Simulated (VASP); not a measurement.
# Co (P6_3/mmc) in VASP: notebook

Runs on Co. Level: PBE. Tasks: single point.

Everything below comes from runs of VASP 6.6.1. Logs are shortened: lines on timing, memory, paths and dates and some standing lists are left out, and cuts for length are marked.

**1. The cell of the first run**

It takes space group P6_3/mmc (No. 194, hexagonal). Conventional cell: a = 2.458 Å, b = 2.458 Å, c = 3.961 Å, α = 90.00°, β = 90.00°, γ = 120.00°. Co (site symmetry -6m2) has 12 Co at 2.44 to 2.46 Å within 3.2 Å.

**2. Single point, PBE**

The input, INCAR:

```
SYSTEM = Co
PREC = Accurate
ENCUT = 600
EDIFF = 1E-6
ISMEAR = 1
SIGMA = 0.6
LREAL = .FALSE.
LASPH = .TRUE.
NELM = 120
ALGO = Normal
ISIF = 2
LWAVE = .FALSE.
LCHARG = .FALSE.
GGA = PE
NBANDS = 16
GGA_COMPAT = .FALSE.
```

The input, KPOINTS:

```
regular mesh
0
G
  15 15 8
  0 0 0
```

The input, POSCAR:

```
Co
1.0
    2.4583936733      0.0000000000      0.0000000000
   -1.2291968366      2.1290313736      0.0000000000
    0.0000000000      0.0000000000      3.9606917934
Co
2
Direct
    0.3333333333      0.6666666667      0.2500000000
    0.6666666667      0.3333333333      0.7500000000
```

Potentials or basis: VASP PAW PBE potentials, release 64 (Co).

Run with:

```
> cat potpaw_PBE.64/Co/POTCAR > POTCAR
> mpirun -np 1 vasp_std > vasp.out
```

OUTCAR:

```text
SYSTEM = Co
   PREC = Accurate
   ENCUT = 600
   EDIFF = 1E-6
   ISMEAR = 1
   LREAL = .FALSE.
   LASPH = .TRUE.
   NELM = 120
   ISIF = 2
   GGA = PE

 ion  position               nearest neighbor table
   1  0.333  0.667  0.250-   2 2.44   2 2.44   2 2.44   2 2.44   2 2.44   2 2.44
   2  0.667  0.333  0.750-   1 2.44   1 2.44   1 2.44   1 2.44   1 2.44   1 2.44

  LATTYP: Found a hexagonal cell.
 ALAT       =     2.4583936733
 C/A-ratio  =     1.6110893208

  Lattice vectors:

 A1 = (   2.4583936733,   0.0000000000,   0.0000000000)
 A2 = (  -1.2291968366,   2.1290313736,   0.0000000000)
 A3 = (   0.0000000000,   0.0000000000,   3.9606917934)

Analysis of symmetry for initial positions (statically):
=====================================================================
 Subroutine PRICEL returns:
 Original cell was already a primitive cell.

 Routine SETGRP: Setting up the symmetry group for a
 hexagonal supercell.

 Subroutine GETGRP returns: Found 24 space group operations
 (whereof 12 operations were pure point group operations)
 out of a pool of 24 trial point group operations.

The static configuration has the point symmetry D_3d.
 The point group associated with its full space group is D_6h.

Analysis of symmetry for dynamics (positions and initial velocities):
=====================================================================
 Subroutine PRICEL returns:
 Original cell was already a primitive cell.

 Routine SETGRP: Setting up the symmetry group for a
 hexagonal supercell.

 Subroutine GETGRP returns: Found 24 space group operations
 (whereof 12 operations were pure point group operations)
 out of a pool of 24 trial point group operations.

The dynamic configuration has the point symmetry D_3d.
 The point group associated with its full space group is D_6h.

 Subroutine INISYM returns: Found 24 space group operations
 (whereof 12 operations are pure point group operations),
 and found     1 'primitive' translations

----------------------------------------------------------------------------------------

                                     Primitive cell

  volume of cell :      20.7302

  direct lattice vectors                    reciprocal lattice vectors
     2.458393673  0.000000000  0.000000000     0.406769677  0.234848582  0.000000000
    -1.229196837  2.129031374  0.000000000     0.000000000  0.469697165  0.000000000
     0.000000000  0.000000000  3.960691793     0.000000000  0.000000000  0.252481145

  length of vectors
     2.458393673  2.458393673  3.960691793     0.469697165  0.469697165  0.252481145

  position of ions in fractional coordinates (direct lattice)
     0.333333333  0.666666667  0.250000000
     0.666666667  0.333333333  0.750000000

  ion indices of the primitive-cell ions
   primitive index   ion index
                 1           1
                 2           2

----------------------------------------------------------------------------------------

 KPOINTS: regular mesh

Automatic generation of k-mesh.
 Grid dimensions read from file:
 generate k-points for:   15   15    8

 Generating k-lattice:

  Cartesian coordinates                     Fractional coordinates (reciprocal lattice)
     0.027117978  0.015656572  0.000000000     0.066666667  0.000000000  0.000000000
     0.000000000  0.031313144  0.000000000     0.000000000  0.066666667  0.000000000
     0.000000000  0.000000000  0.031560143     0.000000000  0.000000000  0.125000000

  Length of vectors
     0.031313144  0.031313144  0.031560143

  Shift w.r.t. Gamma in fractional coordinates (k-lattice)
     0.000000000  0.000000000  0.000000000

 Subroutine IBZKPT returns following result:
 ===========================================

 Found    135 irreducible k-points:

 Following reciprocal coordinates:
            Coordinates               Weight
  0.000000  0.000000  0.000000      1.000000
  0.066667 -0.000000  0.000000      6.000000
  0.133333 -0.000000  0.000000      6.000000
  0.200000 -0.000000  0.000000      6.000000
  0.266667 -0.000000  0.000000      6.000000
  0.333333 -0.000000  0.000000      6.000000
[... 16 lines left out ...]
  0.333333  0.200000  0.000000     12.000000
  0.400000  0.200000  0.000000      6.000000
 [... further k-points ...]
   k-points           NKPTS =    135   k-points in BZ     NKDIM =    135   number of bands    NBANDS=     16
   number of dos      NEDOS =    301   number of ions     NIONS =      2
   total plane-waves  NPLWV =  12800
   dimension x,y,z NGX =    20 NGY =   20 NGZ =   32
   dimension x,y,z NGXF=    40 NGYF=   40 NGZF=   64
   ions per type =               2
   NGX,Y,Z   is equivalent  to a cutoff of  13.52, 13.52, 13.43 a.u.
   NGXF,Y,Z  is equivalent  to a cutoff of  27.05, 27.05, 26.86 a.u.
 SYSTEM =  Co
   PREC   = accura    normal or accurate (medium, high low for compatibility)
   ISTART =      0    job   : 0-new  1-cont  2-samecut
   ICHARG =      2    charge: 1-file 2-atom 10-const
   ISPIN  =      1    spin polarized calculation?
   LNONCOLLINEAR =      F non collinear calculations
   LSORBIT =      F    spin-orbit coupling
   LASPH  =      T    aspherical Exc in radial PAW
   ENCUT  =  600.0 eV  44.10 Ry    6.64 a.u.   4.91  4.91  7.91*2*pi/ulx,y,z
   NELM   =    120;   NELMIN=  2; NELMDL= -5     # of ELM steps
   EDIFF  = 0.1E-05   stopping-criterion for ELM
   LREAL  =      F    real-space projection
   EDIFFG = 0.1E-04   stopping-criterion for IOM
   NSW    =      0    number of steps for IOM
   IBRION =     -1    ionic relax: 0-MD 1-quasi-New 2-CG
   NFREE  =      0    steps in history (QN), initial steepest desc. (CG)
   ISIF   =      2    stress and relaxation
   ISYM   =      2    0-nonsym 1-usesym 2-fastsym
   POTIM  = 0.5000    time-step for ionic-motion
   TEBEG  =    0.0;   TEEND  =   0.0 temperature during run
   PSTRESS=    0.0 pullay stress
   NELECT =      18.0000    total number of electrons
   NUPDOWN=      -1.0000    fix difference up-down
   EMIN   =  10.00;   EMAX   =-10.00  energy-range for DOS
   EFERMI =   0.00;   METHOD = LEGACY
   ISMEAR =     1;   SIGMA  =   0.60  broadening in eV -4-tet -1-fermi 0-gaus
   EFERMI_NEDOS =   21; number of points for ismear=-14 and -15
   IALGO  =     38    algorithm
   IMIX   =      4    mixing-type and parameters
     AMIX     =   0.40;   BMIX     =  1.00
     AMIX_MAG =   1.60;   BMIX_MAG =  1.00
  volume/ion in A,a.u.               =      10.37        69.95
  Fermi-wavevector in a.u.,A,eV,Ry     =   1.561819  2.951411 33.188418  2.439280
  Thomas-Fermi vector in A             =   2.664829
   LORBIT       =      0    0 simple, 1 ext, 2 COOP (PROOUT), +10 PAW based schemes
   GGA     = PE    functional components
   LHFCALC =     F    Hartree Fock is set to
   AEXX    =    0.0000 exact exchange contribution
   IVDW    =     0    specifies the selected vdW correction
   LEPSILON=     F    determine dielectric tensor
   LRPA    =     F    only Hartree local field effects (RPA)
 non-spin polarized calculation
 Methfessel and Paxton  Order N= 1 SIGMA  =   0.60
  energy-cutoff  :      600.00
  volume of cell :       20.73
 maximum number of plane-waves:       708
 NGX is ok and might be reduce to    20
   NGX =  9   NGY =  9   NGZ = 15

 number of electron      18.0000001 magnetization

 Free energy of the ion-electron system (eV)
  ---------------------------------------------------
  ext. energy  EPLUGINS =         0.00000000
  ---------------------------------------------------
  free energy    TOTEN  =       -13.69318587 eV

  energy without entropy =      -13.54187439  energy(sigma->0) =      -13.64274871

 E-fermi :  10.8243     XC(G=0): -13.6918

 val. band max:       10.8238861643   @ k =   0.0000   0.0000   0.0000
 cond. band min:      10.8261668024   @ k =   0.2000  -0.0000   0.3750
 fundamental gap:      0.0022806382
 Fermi energy:        10.8242806850

 k-point     1 :       0.0000    0.0000    0.0000
  band No.  band energies     occupation
      1       1.7300      2.00000
      2       5.9931      2.00000
      3       8.9641      2.00011
      4       8.9826      2.00013
      5       8.9826      2.00013
      6       9.3474      2.00275
[... 8 lines left out ...]
     15      36.3762      0.00000
     16      36.4187      0.00000

 k-point     2 :       0.0667   -0.0000    0.0000
  band No.  band energies     occupation
      1       1.8915      2.00000
      2       6.0966      2.00000
      3       8.7683      2.00001
      4       9.0634      2.00027
      5       9.1499      2.00057
      6       9.3060      2.00202
[... 8 lines left out ...]
     15      34.2519      0.00000
     16      34.6787      0.00000

 k-point     3 :       0.1333   -0.0000    0.0000
  band No.  band energies     occupation
      1       2.3657      2.00000
      2       6.3768      2.00000
      3       8.5141      2.00000
      4       8.9336      2.00008
      5       9.1583      2.00062
      6       9.2973      2.00189
[... 8 lines left out ...]
     15      32.6399      0.00000
     16      33.3068      0.00000

 k-point     4 :       0.2000   -0.0000    0.0000
  band No.  band energies     occupation
      1       3.1177      2.00000
      2       6.7244      2.00000
      3       8.2299      2.00000
      4       8.2585      2.00000
      5       9.0200      2.00018
      6       9.3455      2.00271
[... 8 lines left out ...]
     15      30.7706      0.00000
     16      32.5904      0.00000
[... 324 lines left out ...]
 k-point    22 :       0.2667    0.2000    0.0000
  band No.  band energies     occupation
      1       6.2703      2.00000
      2       7.0856      2.00000
      3       7.2381      2.00000
      4       7.6055      2.00000
      5       8.5893      2.00000
      6       9.1339      2.00050
[... 8 lines left out ...]
     15      22.1929     -0.00000
     16      28.0693      0.00000

 k-point    23 :       0.3333    0.2000    0.0000
  band No.  band energies     occupation
      1       6.7956      2.00000
      2       6.9658      2.00000
      3       7.0775      2.00000
      4       7.8203      2.00000
      5       8.5831      2.00000
      6       8.9452      2.00009
[... 8 lines left out ...]
     15      22.3787     -0.00000
     16      26.0475      0.00000

 k-point    24 :       0.4000    0.2000    0.0000
  band No.  band energies     occupation
      1       6.9260      2.00000
      2       6.9369      2.00000
      3       7.0140      2.00000
      4       7.9546      2.00000
      5       8.6119      2.00000
      6       8.8473      2.00003
[... 8 lines left out ...]
     15      22.8594      0.00000
     16      24.8257      0.00000

 [... further k-points ...]

------------------------ aborting loop because EDIFF is reached ----------------------------------------

  FORCE on cell =-STRESS in cart. coord.  units (eV):
  Direction    XX          YY          ZZ          XY          YZ          ZX
  --------------------------------------------------------------------------------------
  -------------------------------------------------------------------------------------
  Total       -0.0317163     -0.0317163     -0.1315532     -0.0000000      0.0000000      0.0000000
  in kB       -2.4512571     -2.4512571    -10.1673441     -0.0000000      0.0000000      0.0000000
  external PRESSURE =      -5.0232861 kB  Pullay stress =       0.0000000 kB

 VOLUME and BASIS-vectors are now :
 -----------------------------------------------------------------------------
  energy-cutoff  :      600.00
  volume of cell :       20.73
      direct lattice vectors                 reciprocal lattice vectors
     2.458393673  0.000000000  0.000000000     0.406769677  0.234848582  0.000000000
    -1.229196837  2.129031374  0.000000000     0.000000000  0.469697165  0.000000000
     0.000000000  0.000000000  3.960691793     0.000000000  0.000000000  0.252481145

 POSITION                                       TOTAL-FORCE (eV/Angst)
 -----------------------------------------------------------------------------------
     -0.00000      1.41935      0.99017         0.000000     -0.000000      0.000000
      1.22920      0.70968      2.97052        -0.000000      0.000000      0.000000
 -----------------------------------------------------------------------------------
    total drift:                               -0.000000     -0.000000     -0.000000

  FREE ENERGIE OF THE ION-ELECTRON SYSTEM (eV)
  ---------------------------------------------------
  free  energy   TOTEN  =       -13.6931858718 eV

  energy  without entropy=      -13.5418743894  energy(sigma->0) =      -13.64274871
```

Wall time 29 s (1 thread of AMD EPYC 9R45 (Zen 5), shared host); peak memory 0.14 GiB.

Results:

| Property | Result |
| --- | --- |
| Free energy | -13.6932 eV |
| Pressure | -0.5 GPa |
| Band gap on the k mesh | zero (band 9 reaches 11.23 eV, above the bottom of band 10 at 9.68 eV) |

Levels at points of the mesh, in eV from the Fermi level:
| k point | band 5 | band 6 | band 7 | band 8 | band 9 | band 10 | band 11 | band 12 | band 13 | band 14 |
| --- | --- | --- | --- | --- | --- | --- | --- | --- | --- | --- |
| (0.00, 0.00, 0.00) | -1.84 | -1.48 | -1.48 | -1.10 | -1.10 | 0.00 | 0.14 | 0.14 | 7.34 | 22.27 |
| (0.00, 0.00, 0.50) | -1.92 | -1.92 | -1.92 | -1.92 | -0.20 | -0.20 | -0.20 | -0.20 | 15.91 | 15.91 |

Caveat: the run has no spin polarisation, though such a crystal can be magnetic. Spin polarisation is off, so any magnetic state and its effect on volume and gap are missing.

**3. Single point, PBE**

The input, INCAR:

```
SYSTEM = Co
PREC     = Accurate       ! precision mode
ENCUT    = 600            ! plane-wave cutoff, eV
EDIFF    = 1E-6           ! SCF threshold, eV
ISMEAR   = 1              ! smearing method
SIGMA    = 1.0            ! smearing width, eV
LREAL    = .FALSE.        ! projectors in reciprocal space
LASPH    = .TRUE.         ! aspherical terms in the spheres
NELM     = 120            ! most SCF steps
ALGO     = Normal         ! electronic algorithm
ISIF     = 2              ! what is computed and relaxed
LWAVE    = .FALSE.        ! write WAVECAR
LCHARG   = .FALSE.        ! write CHGCAR
GGA      = PE             ! functional
NBANDS   = 16             ! bands
GGA_COMPAT= .FALSE.
```

The input, KPOINTS:

```
Automatic mesh
0
G
  15 15 8
  0 0 0
```

POSCAR is that of step 2.

Potentials or basis: VASP PAW PBE potentials, release 64 (Co).

Run with:

```
> cat potpaw_PBE.64/Co/POTCAR > POTCAR
> mpirun -np 1 vasp_std > vasp.out
```

OUTCAR:

```text
SYSTEM = Co
   PREC = Accurate
   ENCUT = 600
   EDIFF = 1E-6
   ISMEAR = 1
   LREAL = .FALSE.
   LASPH = .TRUE.
   NELM = 120
   ISIF = 2
   GGA = PE

 ion  position               nearest neighbor table
   1  0.333  0.667  0.250-   2 2.44   2 2.44   2 2.44   2 2.44   2 2.44   2 2.44
   2  0.667  0.333  0.750-   1 2.44   1 2.44   1 2.44   1 2.44   1 2.44   1 2.44

  LATTYP: Found a hexagonal cell.
 ALAT       =     2.4583936733
 C/A-ratio  =     1.6110893208

  Lattice vectors:

 A1 = (   2.4583936733,   0.0000000000,   0.0000000000)
 A2 = (  -1.2291968366,   2.1290313736,   0.0000000000)
 A3 = (   0.0000000000,   0.0000000000,   3.9606917934)

Analysis of symmetry for initial positions (statically):
=====================================================================
 Subroutine PRICEL returns:
 Original cell was already a primitive cell.

 Routine SETGRP: Setting up the symmetry group for a
 hexagonal supercell.

 Subroutine GETGRP returns: Found 24 space group operations
 (whereof 12 operations were pure point group operations)
 out of a pool of 24 trial point group operations.

The static configuration has the point symmetry D_3d.
 The point group associated with its full space group is D_6h.

[... 157 lines left out ...]
  ---------------------------------------------------
  free energy    TOTEN  =       -13.80324708 eV

  energy without entropy =      -13.52653365  energy(sigma->0) =      -13.71100927

 E-fermi :  10.7849     XC(G=0): -13.6917

 val. band max:       10.7715987490   @ k =   0.3333   0.1333   0.2500
 cond. band min:      10.7867699534   @ k =   0.2667   0.1333   0.0000
 fundamental gap:      0.0151712044
 Fermi energy:        10.7849138508

 k-point     1 :       0.0000    0.0000    0.0000
  band No.  band energies     occupation
      1       1.7302      2.00000
      2       5.9960      2.00000
      3       8.9700      2.02773
      4       8.9843      2.02881
      5       8.9843      2.02881
      6       9.3491      2.06079
[... 433 lines left out ...]
      3       7.0157      2.00000
      4       7.9564      2.00047
      5       8.6165      2.00894
      6       8.8517      2.01972
[... 8 lines left out ...]
     15      22.8595     -0.00000
     16      24.8288     -0.00000

 [... further k-points ...]
[... 5 lines left out ...]
  --------------------------------------------------------------------------------------
  -------------------------------------------------------------------------------------
  Total        0.0236978      0.0236978     -0.1149024      0.0000000      0.0000000     -0.0000000
  in kB        1.8315286      1.8315286     -8.8804561      0.0000000      0.0000000     -0.0000000
  external PRESSURE =      -1.7391330 kB  Pullay stress =       0.0000000 kB

 VOLUME and BASIS-vectors are now :
 -----------------------------------------------------------------------------
  energy-cutoff  :      600.00
  volume of cell :       20.73
      direct lattice vectors                 reciprocal lattice vectors
     2.458393673  0.000000000  0.000000000     0.406769677  0.234848582  0.000000000
    -1.229196837  2.129031374  0.000000000     0.000000000  0.469697165  0.000000000
     0.000000000  0.000000000  3.960691793     0.000000000  0.000000000  0.252481145

 POSITION                                       TOTAL-FORCE (eV/Angst)
 -----------------------------------------------------------------------------------
     -0.00000      1.41935      0.99017         0.000000      0.000000      0.000000
      1.22920      0.70968      2.97052        -0.000000     -0.000000      0.000000
 -----------------------------------------------------------------------------------
    total drift:                               -0.000000     -0.000000     -0.000000

  FREE ENERGIE OF THE ION-ELECTRON SYSTEM (eV)
  ---------------------------------------------------
  free  energy   TOTEN  =       -13.8032470790 eV

  energy  without entropy=      -13.5265336493  energy(sigma->0) =      -13.71100927
```

OSZICAR:

```text
N       E                     dE             d eps       ncg     rms          rms(c)
DAV:   1     0.813647042712E+02    0.81365E+02   -0.93058E+03  4464   0.172E+03
DAV:   2    -0.138322122644E+02   -0.95197E+02   -0.87338E+02  4328   0.253E+02
DAV:   3    -0.163114506293E+02   -0.24792E+01   -0.24122E+01  5344   0.559E+01
DAV:   4    -0.163497363232E+02   -0.38286E-01   -0.38275E-01  6000   0.536E+00
DAV:   5    -0.163501590998E+02   -0.42278E-03   -0.42276E-03  5456   0.534E-01    0.149E+01
DAV:   6    -0.142362734556E+02    0.21139E+01   -0.11114E+01  4624   0.715E+01    0.507E+00
DAV:   7    -0.138440613050E+02    0.39221E+00   -0.15753E+00  5008   0.252E+01    0.197E+00
DAV:   8    -0.138087967761E+02    0.35265E-01   -0.18496E-02  7000   0.245E+00    0.638E-01
DAV:   9    -0.138032281107E+02    0.55687E-02   -0.11892E-03  6448   0.414E-01    0.651E-02
DAV:  10    -0.138032462095E+02   -0.18099E-04   -0.70611E-05  5064   0.103E-01    0.347E-02
DAV:  11    -0.138032470790E+02   -0.86949E-06   -0.16591E-06  4488   0.234E-02
   1 F= -.13803247E+02 E0= -.13711009E+02  d E =-.276713E+00
```

stdout:

```text
POSCAR found type information on POSCAR Co
 POSCAR found :  1 types and       2 ions
 scaLAPACK will be used
 LDA part: xc-table for (Slater+PW92), standard interpolation
 POSCAR, INCAR and KPOINTS ok, starting setup
 FFT: planning ... GRIDC
 FFT: planning ... GRID_SOFT
 FFT: planning ... GRID
 WAVECAR not read
 entering main loop
```

Wall time 31 s (1 thread of AMD EPYC 9R45 (Zen 5), shared host); peak memory 0.14 GiB.

What came out:

```yaml
Free_energy: -13.8032 eV
Pressure: -0.2 GPa
Band_gap_on_the_k_mesh: zero (band 9 reaches 11.24 eV, above the bottom of band 10 at 9.69 eV)
```

Stress tensor (GPa, compression positive):
```
 0.18  0.00  0.00
 0.00  0.18  0.00
 0.00  0.00 -0.89
```

Caveat: the run has no spin polarisation, though such a crystal can be magnetic.

[end of part 1 of 2]
